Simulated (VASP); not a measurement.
# Ir (Fd-3m) in VASP: a series of runs, part 2 of 2

VASP 6.6.1.

### 4 Single point, PBE

This run uses another cell than the first one, of 21.61 Å³/atom.

Input file INCAR:

```
SYSTEM = Ir
PREC     = Accurate       ! precision mode
ENCUT    = 520            ! plane-wave cutoff, eV
EDIFF    = 1E-6           ! SCF threshold, eV
ISMEAR   = -1             ! smearing method
SIGMA    = 0.06122561905347299 ! smearing width, eV
LREAL    = .False.        ! projectors in reciprocal space
LASPH    = .True.         ! aspherical terms in the spheres
NELM     = 100            ! most SCF steps
ALGO     = Normal         ! electronic algorithm
ISIF     = 2              ! what is computed and relaxed
LWAVE    = .False.        ! write WAVECAR
LCHARG   = .False.        ! write CHGCAR
GGA      = PE             ! functional
NBANDS   = 16             ! bands
```

Input file KPOINTS:

```
regular mesh
0
Gamma
  17 17 17
  0 0 0
```

Input file POSCAR:

```
Ir
1.0
    0.0000000000      2.7855088907      2.7855088907
    2.7855088907      0.0000000000      2.7855088907
    2.7855088907      2.7855088907      0.0000000000
Ir
2
Direct
    0.0000000000      0.0000000000      0.0000000000
    0.2500000000      0.2500000000      0.2500000000
```

Potentials or basis: VASP PAW PBE potentials, release 64 (Ir).

Command:

```bash
> cat potpaw_PBE.64/Ir/POTCAR > POTCAR
> mpirun -np 1 vasp_std > vasp.out
```

OUTCAR:

```text
SYSTEM = Ir
   PREC = Accurate
   ENCUT = 520
   EDIFF = 1E-6
   ISMEAR = -1
   LREAL = .False.
   LASPH = .True.
   NELM = 100
   ISIF = 2
   GGA = PE

 ion  position               nearest neighbor table
   1  0.000  0.000  0.000-   2 2.41   2 2.41   2 2.41   2 2.41
   2  0.250  0.250  0.250-   1 2.41   1 2.41   1 2.41   1 2.41

  LATTYP: Found a face centered cubic cell.
 ALAT       =     5.5710177814

  Lattice vectors:

 A1 = (   0.0000000000,   2.7855088907,   2.7855088907)
 A2 = (   2.7855088907,   0.0000000000,   2.7855088907)
 A3 = (   2.7855088907,   2.7855088907,   0.0000000000)

Analysis of symmetry for initial positions (statically):
=====================================================================
 Subroutine PRICEL returns:
 Original cell was already a primitive cell.

 Routine SETGRP: Setting up the symmetry group for a
 face centered cubic supercell.

 Subroutine GETGRP returns: Found 48 space group operations
 (whereof 24 operations were pure point group operations)
 out of a pool of 48 trial point group operations.

The static configuration has the point symmetry T_d .
 The point group associated with its full space group is O_h .

Analysis of symmetry for dynamics (positions and initial velocities):
=====================================================================
 Subroutine PRICEL returns:
 Original cell was already a primitive cell.

 Routine SETGRP: Setting up the symmetry group for a
 face centered cubic supercell.

 Subroutine GETGRP returns: Found 48 space group operations
 (whereof 24 operations were pure point group operations)
 out of a pool of 48 trial point group operations.

The dynamic configuration has the point symmetry T_d .
 The point group associated with its full space group is O_h .

 Subroutine INISYM returns: Found 48 space group operations
 (whereof 24 operations are pure point group operations),
 and found     1 'primitive' translations

----------------------------------------------------------------------------------------

                                     Primitive cell

  volume of cell :      43.2259

  direct lattice vectors                    reciprocal lattice vectors
     0.000000000  2.785508891  2.785508891    -0.179500414  0.179500414  0.179500414
     2.785508891  0.000000000  2.785508891     0.179500414 -0.179500414  0.179500414
     2.785508891  2.785508891  0.000000000     0.179500414  0.179500414 -0.179500414

  length of vectors
     3.939304451  3.939304451  3.939304451     0.310903838  0.310903838  0.310903838

  position of ions in fractional coordinates (direct lattice)
     0.000000000  0.000000000  0.000000000
     0.250000000  0.250000000  0.250000000

  ion indices of the primitive-cell ions
   primitive index   ion index
                 1           1
                 2           2

----------------------------------------------------------------------------------------

 KPOINTS: regular mesh

Automatic generation of k-mesh.
 Grid dimensions read from file:
 generate k-points for:   17   17   17

 Generating k-lattice:

  Cartesian coordinates                     Fractional coordinates (reciprocal lattice)
    -0.010558848  0.010558848  0.010558848     0.058823529  0.000000000  0.000000000
     0.010558848 -0.010558848  0.010558848     0.000000000  0.058823529  0.000000000
     0.010558848  0.010558848 -0.010558848     0.000000000  0.000000000  0.058823529

  Length of vectors
     0.018288461  0.018288461  0.018288461

  Shift w.r.t. Gamma in fractional coordinates (k-lattice)
     0.000000000  0.000000000  0.000000000

 Subroutine IBZKPT returns following result:
 ===========================================

 Found    165 irreducible k-points:

 Following reciprocal coordinates:
            Coordinates               Weight
  0.000000  0.000000  0.000000      1.000000
  0.058824  0.000000  0.000000      8.000000
  0.117647  0.000000  0.000000      8.000000
  0.176471  0.000000  0.000000      8.000000
  0.235294  0.000000  0.000000      8.000000
  0.294118  0.000000  0.000000      8.000000
[... 16 lines left out ...]
 -0.176471  0.058824  0.000000     24.000000
 -0.117647  0.058824  0.000000     24.000000
 [... further k-points ...]
   k-points           NKPTS =    165   k-points in BZ     NKDIM =    165   number of bands    NBANDS=     16
   number of dos      NEDOS =    301   number of ions     NIONS =      2
   total plane-waves  NPLWV =  27000
   dimension x,y,z NGX =    30 NGY =   30 NGZ =   30
   dimension x,y,z NGXF=    60 NGYF=   60 NGZF=   60
   ions per type =               2
   NGX,Y,Z   is equivalent  to a cutoff of  12.66, 12.66, 12.66 a.u.
   NGXF,Y,Z  is equivalent  to a cutoff of  25.32, 25.32, 25.32 a.u.
 SYSTEM =  Ir
   PREC   = accura    normal or accurate (medium, high low for compatibility)
   ISTART =      0    job   : 0-new  1-cont  2-samecut
   ICHARG =      2    charge: 1-file 2-atom 10-const
   ISPIN  =      1    spin polarized calculation?
   LNONCOLLINEAR =      F non collinear calculations
   LSORBIT =      F    spin-orbit coupling
   LASPH  =      T    aspherical Exc in radial PAW
   ENCUT  =  520.0 eV  38.22 Ry    6.18 a.u.   7.32  7.32  7.32*2*pi/ulx,y,z
   NELM   =    100;   NELMIN=  2; NELMDL= -5     # of ELM steps
   EDIFF  = 0.1E-05   stopping-criterion for ELM
   LREAL  =      F    real-space projection
   EDIFFG = 0.1E-04   stopping-criterion for IOM
   NSW    =      0    number of steps for IOM
   IBRION =     -1    ionic relax: 0-MD 1-quasi-New 2-CG
   NFREE  =      0    steps in history (QN), initial steepest desc. (CG)
   ISIF   =      2    stress and relaxation
   ISYM   =      2    0-nonsym 1-usesym 2-fastsym
   POTIM  = 0.5000    time-step for ionic-motion
   TEBEG  =    0.0;   TEEND  =   0.0 temperature during run
   PSTRESS=    0.0 pullay stress
   NELECT =      18.0000    total number of electrons
   NUPDOWN=      -1.0000    fix difference up-down
   EMIN   =  10.00;   EMAX   =-10.00  energy-range for DOS
   EFERMI =   0.00;   METHOD = LEGACY
   ISMEAR =    -1;   SIGMA  =   0.06  broadening in eV -4-tet -1-fermi 0-gaus
   EFERMI_NEDOS =   21; number of points for ismear=-14 and -15
   IALGO  =     38    algorithm
   IMIX   =      4    mixing-type and parameters
     AMIX     =   0.40;   BMIX     =  1.00
     AMIX_MAG =   1.60;   BMIX_MAG =  1.00
  volume/ion in A,a.u.               =      21.61       145.85
  Fermi-wavevector in a.u.,A,eV,Ry     =   1.222506  2.310202 20.334203  1.494522
  Thomas-Fermi vector in A             =   2.357651
   LORBIT       =      0    0 simple, 1 ext, 2 COOP (PROOUT), +10 PAW based schemes
   GGA     = PE    functional components
   LHFCALC =     F    Hartree Fock is set to
   AEXX    =    0.0000 exact exchange contribution
   IVDW    =     0    specifies the selected vdW correction
   LEPSILON=     F    determine dielectric tensor
   LRPA    =     F    only Hartree local field effects (RPA)
 non-spin polarized calculation
  energy-cutoff  :      520.00
  volume of cell :       43.23
 maximum number of plane-waves:      1211
 NGX is ok and might be reduce to    30
   NGX = 15   NGY = 15   NGZ = 15

 number of electron      17.9999998 magnetization

 Free energy of the ion-electron system (eV)
  ---------------------------------------------------
  ext. energy  EPLUGINS =         0.00000000
  ---------------------------------------------------
  free energy    TOTEN  =       -15.71770807 eV

  energy without entropy =      -15.68998220  energy(sigma->0) =      -15.70384513

 E-fermi :   5.1608     XC(G=0): -11.1527

 val. band max:        5.1507174941   @ k =  -0.3529   0.1176   0.0000
 cond. band min:       5.1634291106   @ k =  -0.3529   0.2941   0.1176
 fundamental gap:      0.0127116166
 Fermi energy:         5.1607718993

 k-point     1 :       0.0000    0.0000    0.0000
  band No.  band energies     occupation
      1      -2.7901      2.00000
      2       0.1460      2.00000
      3       0.1460      2.00000
      4       0.5280      2.00000
      5       0.5280      2.00000
      6       0.5280      2.00000
[... 8 lines left out ...]
     15      17.6015      0.00000
     16      17.6015      0.00000
[... 419 lines left out ...]
 k-point    24 :      -0.1176    0.0588    0.0000
  band No.  band energies     occupation
      1      -2.4205      2.00000
      2      -0.1357      2.00000
      3       0.0842      2.00000
      4       0.4959      2.00000
      5       0.7068      2.00000
      6       0.9361      2.00000
[... 8 lines left out ...]
     15      17.0608      0.00000
     16      17.2014      0.00000

 [... further k-points ...]

------------------------ aborting loop because EDIFF is reached ----------------------------------------

  FORCE on cell =-STRESS in cart. coord.  units (eV):
  Direction    XX          YY          ZZ          XY          YZ          ZX
  --------------------------------------------------------------------------------------
  -------------------------------------------------------------------------------------
  Total       -0.1734278     -0.1734278     -0.1734278     -0.0000000      0.0000000     -0.0000000
  in kB       -6.4281447     -6.4281447     -6.4281447     -0.0000000      0.0000000     -0.0000000
  external PRESSURE =      -6.4281447 kB  Pullay stress =       0.0000000 kB

 VOLUME and BASIS-vectors are now :
 -----------------------------------------------------------------------------
  energy-cutoff  :      520.00
  volume of cell :       43.23
      direct lattice vectors                 reciprocal lattice vectors
     0.000000000  2.785508891  2.785508891    -0.179500414  0.179500414  0.179500414
     2.785508891  0.000000000  2.785508891     0.179500414 -0.179500414  0.179500414
     2.785508891  2.785508891  0.000000000     0.179500414  0.179500414 -0.179500414

 POSITION                                       TOTAL-FORCE (eV/Angst)
 -----------------------------------------------------------------------------------
      0.00000      0.00000      0.00000         0.000000      0.000000      0.000000
      1.39275      1.39275      1.39275        -0.000000     -0.000000     -0.000000
 -----------------------------------------------------------------------------------
    total drift:                                0.000000     -0.000000      0.000000

  FREE ENERGIE OF THE ION-ELECTRON SYSTEM (eV)
  ---------------------------------------------------
  free  energy   TOTEN  =       -15.7177080660 eV

  energy  without entropy=      -15.6899822008  energy(sigma->0) =      -15.70384513
```

Wall time 2.9 min (1 thread of Intel Xeon 8259CL, shared host); peak memory 0.24 GiB.

What came out:

```yaml
Free_energy: -15.7177 eV
Pressure: -0.6 GPa
Band_gap_on_the_k_mesh: zero (bands 9 and 10 overlap by 1.59 eV)
```

Caveat: spin-orbit coupling is left out, which moves the levels of the heavy elements.
